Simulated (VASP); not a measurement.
# PbS (P1) in VASP: single point with PBEsol

Aim: the single point of PbS with PBEsol.

Everything below comes from runs of VASP 6.6.1. Logs are shortened: lines on timing, memory, paths and dates and some standing lists are left out, and cuts for length are marked.

## Step 1: The cell of the first run

The typed cell holds 16 atoms: a = 8.397 Å, b = 8.397 Å, c = 5.955 Å, α = 90.00°, β = 90.00°, γ = 90.00°.

## Step 2: Single point, PBEsol

The input, INCAR:

```
SYSTEM = PbS
PREC = Accurate ; ENCUT = 520
EDIFF = 1E-6 ; ISMEAR = -1
SIGMA = 0.052 ; LREAL = Auto
LASPH = .TRUE. ; NELM = 100
ALGO = Normal ; ISIF = 2
LWAVE = .FALSE. ; LCHARG = .FALSE.
GGA = PS ; NBANDS = 94
```

The input, KPOINTS:

```
Automatic mesh
0
G
  2 2 2
  0 0 0
```

The input, POSCAR:

```
PbS
1.0
    8.3969062117      0.0000000000      0.0000000000
    0.0000000000      8.3970756195      0.0000000000
    0.0000000000      0.0000000000      5.9549033865
Pb S
8 8
Direct
    0.1260093865      0.3752544508      0.7539378406
    0.6215384415      0.3740086600      0.7489940156
    0.8721751578      0.1227311801      0.2471250841
    0.3748783088      0.1243404308      0.2479843759
    0.1285488932      0.8793501851      0.7485903147
    0.6241054584      0.8748746984      0.7534300238
    0.8763611043      0.6241257358      0.2558832446
    0.3763738596      0.6250348619      0.2480953769
    0.8783075354      0.1222594682      0.7576880274
    0.3750487287      0.1238356122      0.7469709769
    0.1254276246      0.3745838602      0.2443708832
    0.6228836988      0.3773953152      0.2386423268
    0.8769658508      0.6251195342      0.7476069234
    0.3791245156      0.6331999664      0.7464925477
    0.1187155096      0.8658797812      0.2428541500
    0.6235871722      0.8795342968      0.2492623144
```

Potentials or basis: VASP PAW PBE potentials, release 64 (Pb_d, S).

Started as:

```bash
$ cat potpaw_PBE.64/Pb_d/POTCAR potpaw_PBE.64/S/POTCAR > POTCAR
$ mpirun -np 1 vasp_std > vasp.out
```

OUTCAR:

```text
SYSTEM = PbS
   PREC = Accurate
   ENCUT = 520
   EDIFF = 1E-6
   ISMEAR = -1
   LREAL = Auto
   LASPH = .TRUE.
   NELM = 100
   ISIF = 2
   GGA = PS

 ion  position               nearest neighbor table
   1  0.126  0.375  0.754-  11 2.92  13 2.96  10 2.97   9 2.97  11 3.03  14 3.03
   2  0.622  0.374  0.749-  12 2.92  10 2.95  14 2.98  13 3.01   9 3.02  12 3.04
   3  0.872  0.123  0.247-   9 2.92  16 2.92  15 2.99  12 2.99  11 3.00   9 3.04
   4  0.375  0.124  0.248-  16 2.93  11 2.97  10 2.97  12 2.98  10 2.98  15 3.06
   5  0.129  0.879  0.749-  10 2.92   9 2.93  15 2.95  14 2.95  13 3.00  15 3.01
   6  0.624  0.875  0.753-  14 2.89  16 2.95  10 2.96   9 2.98  13 2.98  16 3.00
[... 8 lines left out ...]
  15  0.119  0.866  0.243-   7 2.88   5 2.95   8 2.96   3 2.99   5 3.01   4 3.06
  16  0.624  0.880  0.249-   3 2.92   4 2.93   6 2.95   8 2.98   6 3.00   7 3.02

  LATTYP: Found a simple orthorhombic cell.
 ALAT       =     5.9549033865
 B/A-ratio  =     1.4100826943
 C/A-ratio  =     1.4101111428

  Lattice vectors:

 A1 = (   0.0000000000,   0.0000000000,   5.9549033865)
 A2 = (   8.3969062117,   0.0000000000,   0.0000000000)
 A3 = (   0.0000000000,   8.3970756195,   0.0000000000)

Analysis of symmetry for initial positions (statically):
=====================================================================
 Subroutine PRICEL returns:
 Original cell was already a primitive cell.

 Routine SETGRP: Setting up the symmetry group for a
 simple orthorhombic supercell.

 Subroutine GETGRP returns: Found  1 space group operations
 (whereof  1 operations were pure point group operations)
 out of a pool of  8 trial point group operations.

The static configuration has the point symmetry C_1 .

Analysis of symmetry for dynamics (positions and initial velocities):
=====================================================================
 Subroutine PRICEL returns:
 Original cell was already a primitive cell.

 Routine SETGRP: Setting up the symmetry group for a
 simple orthorhombic supercell.

 Subroutine GETGRP returns: Found  1 space group operations
 (whereof  1 operations were pure point group operations)
 out of a pool of  8 trial point group operations.

The dynamic configuration has the point symmetry C_1 .

 Subroutine INISYM returns: Found  1 space group operations
 (whereof  1 operations are pure point group operations),
 and found     1 'primitive' translations

----------------------------------------------------------------------------------------

                                     Primitive cell

  volume of cell :     419.8770

  direct lattice vectors                    reciprocal lattice vectors
     8.396906212  0.000000000  0.000000000     0.119091481  0.000000000  0.000000000
     0.000000000  8.397075620  0.000000000     0.000000000  0.119089079  0.000000000
     0.000000000  0.000000000  5.954903386     0.000000000  0.000000000  0.167928837

  length of vectors
     8.396906212  8.397075620  5.954903386     0.119091481  0.119089079  0.167928837

  position of ions in fractional coordinates (direct lattice)
     0.126009387  0.375254451  0.753937841
     0.621538442  0.374008660  0.748994016
     0.872175158  0.122731180  0.247125084
     0.374878309  0.124340431  0.247984376
     0.128548893  0.879350185  0.748590315
     0.624105458  0.874874698  0.753430024
[... 8 lines left out ...]
     0.118715510  0.865879781  0.242854150
     0.623587172  0.879534297  0.249262314

  ion indices of the primitive-cell ions
   primitive index   ion index
                 1           1
                 2           2
                 3           3
                 4           4
                 5           5
                 6           6
[... 8 lines left out ...]
                15          15
                16          16

----------------------------------------------------------------------------------------

 KPOINTS: Automatic mesh

Automatic generation of k-mesh.
 Grid dimensions read from file:
 generate k-points for:    2    2    2

 Generating k-lattice:

  Cartesian coordinates                     Fractional coordinates (reciprocal lattice)
     0.059545741  0.000000000  0.000000000     0.500000000  0.000000000  0.000000000
     0.000000000  0.059544539  0.000000000     0.000000000  0.500000000  0.000000000
     0.000000000  0.000000000  0.083964418     0.000000000  0.000000000  0.500000000

  Length of vectors
     0.059545741  0.059544539  0.083964418

  Shift w.r.t. Gamma in fractional coordinates (k-lattice)
     0.000000000  0.000000000  0.000000000

 Subroutine IBZKPT returns following result:
 ===========================================

 Found      8 irreducible k-points:

 Following reciprocal coordinates:
            Coordinates               Weight
  0.000000  0.000000  0.000000      1.000000
  0.500000  0.000000  0.000000      1.000000
  0.000000  0.500000  0.000000      1.000000
  0.500000  0.500000  0.000000      1.000000
  0.000000  0.000000  0.500000      1.000000
  0.500000  0.000000  0.500000      1.000000
  0.000000  0.500000  0.500000      1.000000
  0.500000  0.500000  0.500000      1.000000
   k-points           NKPTS =      8   k-points in BZ     NKDIM =      8   number of bands    NBANDS=     94
   number of dos      NEDOS =    301   number of ions     NIONS =     16
   total plane-waves  NPLWV = 196608
   dimension x,y,z NGX =    64 NGY =   64 NGZ =   48
   dimension x,y,z NGXF=   128 NGYF=  128 NGZF=   96
   ions per type =               8   8
   NGX,Y,Z   is equivalent  to a cutoff of  12.67, 12.67, 13.40 a.u.
   NGXF,Y,Z  is equivalent  to a cutoff of  25.34, 25.34, 26.80 a.u.
 SYSTEM =  PbS
   PREC   = accura    normal or accurate (medium, high low for compatibility)
   ISTART =      0    job   : 0-new  1-cont  2-samecut
   ICHARG =      2    charge: 1-file 2-atom 10-const
   ISPIN  =      1    spin polarized calculation?
   LNONCOLLINEAR =      F non collinear calculations
   LSORBIT =      F    spin-orbit coupling
   LASPH  =      T    aspherical Exc in radial PAW
   ENCUT  =  520.0 eV  38.22 Ry    6.18 a.u.  15.61 15.61 11.07*2*pi/ulx,y,z
   NELM   =    100;   NELMIN=  2; NELMDL= -5     # of ELM steps
   EDIFF  = 0.1E-05   stopping-criterion for ELM
   LREAL  =      T    real-space projection
   EDIFFG = 0.1E-04   stopping-criterion for IOM
   NSW    =      0    number of steps for IOM
   IBRION =     -1    ionic relax: 0-MD 1-quasi-New 2-CG
   NFREE  =      0    steps in history (QN), initial steepest desc. (CG)
   ISIF   =      2    stress and relaxation
   ISYM   =      2    0-nonsym 1-usesym 2-fastsym
   POTIM  = 0.5000    time-step for ionic-motion
   TEBEG  =    0.0;   TEEND  =   0.0 temperature during run
   PSTRESS=    0.0 pullay stress
   NELECT =     160.0000    total number of electrons
   NUPDOWN=      -1.0000    fix difference up-down
   EMIN   =  10.00;   EMAX   =-10.00  energy-range for DOS
   EFERMI =   0.00;   METHOD = LEGACY
   ISMEAR =    -1;   SIGMA  =   0.05  broadening in eV -4-tet -1-fermi 0-gaus
   EFERMI_NEDOS =   21; number of points for ismear=-14 and -15
   IALGO  =     38    algorithm
   IMIX   =      4    mixing-type and parameters
     AMIX     =   0.40;   BMIX     =  1.00
     AMIX_MAG =   1.60;   BMIX_MAG =  1.00
  volume/ion in A,a.u.               =      26.24       177.09
  Fermi-wavevector in a.u.,A,eV,Ry     =   1.186882  2.242881 19.166369  1.408688
  Thomas-Fermi vector in A             =   2.323045
   LORBIT       =      0    0 simple, 1 ext, 2 COOP (PROOUT), +10 PAW based schemes
   GGA     = PS    functional components
   LHFCALC =     F    Hartree Fock is set to
   AEXX    =    0.0000 exact exchange contribution
   IVDW    =     0    specifies the selected vdW correction
   LEPSILON=     F    determine dielectric tensor
   LRPA    =     F    only Hartree local field effects (RPA)
 non-spin polarized calculation
  energy-cutoff  :      520.00
  volume of cell :      419.88
 maximum number of plane-waves:     11336
 NGX is ok and might be reduce to    64
   NGX = 31   NGY = 31   NGZ = 23

 number of electron     159.9999997 magnetization

 Free energy of the ion-electron system (eV)
  ---------------------------------------------------
  ext. energy  EPLUGINS =         0.00000000
  ---------------------------------------------------
  free energy    TOTEN  =       -73.98797775 eV

  energy without entropy =      -73.96477733  energy(sigma->0) =      -73.97637754

 E-fermi :   5.7548     XC(G=0):  -9.8549

 val. band max:        5.6262938446   @ k =   0.0000   0.0000   0.5000
 cond. band min:       5.8836352752   @ k =   0.0000   0.0000   0.5000
 fundamental gap:      0.2573414306
 Fermi energy:         5.7547953060

 k-point     1 :       0.0000    0.0000    0.0000
  band No.  band energies     occupation
      1     -11.2968      2.00000
      2     -11.2762      2.00000
      3     -11.2736      2.00000
      4     -11.1961      2.00000
      5     -11.1911      2.00000
      6     -11.1889      2.00000
[... 84 lines left out ...]
     91       9.3807      0.00000
     92       9.6920      0.00000

 k-point     2 :       0.5000    0.0000    0.0000
  band No.  band energies     occupation
      1     -11.2736      2.00000
      2     -11.2517      2.00000
      3     -11.2372      2.00000
      4     -11.2326      2.00000
      5     -11.2168      2.00000
      6     -11.2087      2.00000
[... 559 lines left out ...]
     91       8.7636      0.00000
     92       8.7941      0.00000

 k-point     8 :       0.5000    0.5000    0.5000
  band No.  band energies     occupation
      1     -11.2101      2.00000
      2     -11.1975      2.00000
      3     -11.1898      2.00000
      4     -11.1858      2.00000
      5     -11.1843      2.00000
      6     -11.1769      2.00000
[... 84 lines left out ...]
     91       7.9796      0.00000
     92       7.9985      0.00000
 [bands above 92 left out]

------------------------ aborting loop because EDIFF is reached ----------------------------------------

  FORCE on cell =-STRESS in cart. coord.  units (eV):
  Direction    XX          YY          ZZ          XY          YZ          ZX
  --------------------------------------------------------------------------------------
  -------------------------------------------------------------------------------------
  Total       -5.0093946     -5.0129864      8.4193420      0.1310768      0.0582764      0.1040568
  in kB      -19.1149753    -19.1286809     32.1267391      0.5001660      0.2223725      0.3970627
  external PRESSURE =      -2.0389724 kB  Pullay stress =       0.0000000 kB

 VOLUME and BASIS-vectors are now :
 -----------------------------------------------------------------------------
  energy-cutoff  :      520.00
  volume of cell :      419.88
      direct lattice vectors                 reciprocal lattice vectors
     8.396906212  0.000000000  0.000000000     0.119091481  0.000000000  0.000000000
     0.000000000  8.397075620  0.000000000     0.000000000  0.119089079  0.000000000
     0.000000000  0.000000000  5.954903386     0.000000000  0.000000000  0.167928837

 POSITION                                       TOTAL-FORCE (eV/Angst)
 -----------------------------------------------------------------------------------
      1.05809      3.15104      4.48963        -0.114532      0.061536      0.069757
      5.21900      3.14058      4.46019         0.136811      0.068661      0.077049
      7.32357      1.03058      1.47161         0.043176      0.029308     -0.016785
      3.14782      1.04410      1.47672        -0.006183      0.021209      0.034483
      1.07941      7.38397      4.45778        -0.126806     -0.099837      0.058690
      5.24056      7.34639      4.48660         0.122289     -0.051169      0.046643
[... 8 lines left out ...]
      0.99684      7.27086      1.44617         0.057711      0.144244     -0.065697
      5.23620      7.38552      1.48433        -0.025893     -0.013905     -0.106712
 -----------------------------------------------------------------------------------
    total drift:                                0.005314      0.010887      0.000438

  FREE ENERGIE OF THE ION-ELECTRON SYSTEM (eV)
  ---------------------------------------------------
  free  energy   TOTEN  =       -73.9879777481 eV

  energy  without entropy=      -73.9647773267  energy(sigma->0) =      -73.97637754
```

Run time: 9.7 min. Hardware: 1 thread of Intel Xeon 8259CL, shared host; peak memory 0.55 GiB.

What came out:

* Free energy: -73.9880 eV
* Pressure: -0.2 GPa
* Largest force: 0.208 eV/Å
* Band gap on the k mesh: 0.26 eV

Forces in eV/Å, atoms in the order of the input:
```
Pb  -0.115  0.062  0.070
Pb   0.137  0.069  0.077
Pb   0.043  0.029 -0.017
Pb  -0.006  0.021  0.034
Pb  -0.127 -0.100  0.059
Pb   0.122 -0.051  0.047
Pb   0.004 -0.020  0.001
Pb  -0.070 -0.030  0.019
S    0.004  0.174 -0.030
S    0.077  0.082  0.017
S   -0.011  0.036 -0.077
S   -0.087 -0.180 -0.056
S    0.010 -0.046 -0.015
S   -0.015 -0.175  0.043
S    0.058  0.144 -0.066
S   -0.026 -0.014 -0.107
```

Caveat: the k points lie up to 0.53 Å⁻¹ apart; the PAW data sets were made with another functional, which shifts forces and pressure a little; spin-orbit coupling is left out, which moves the levels of the heavy elements. A k mesh can miss the band edges.
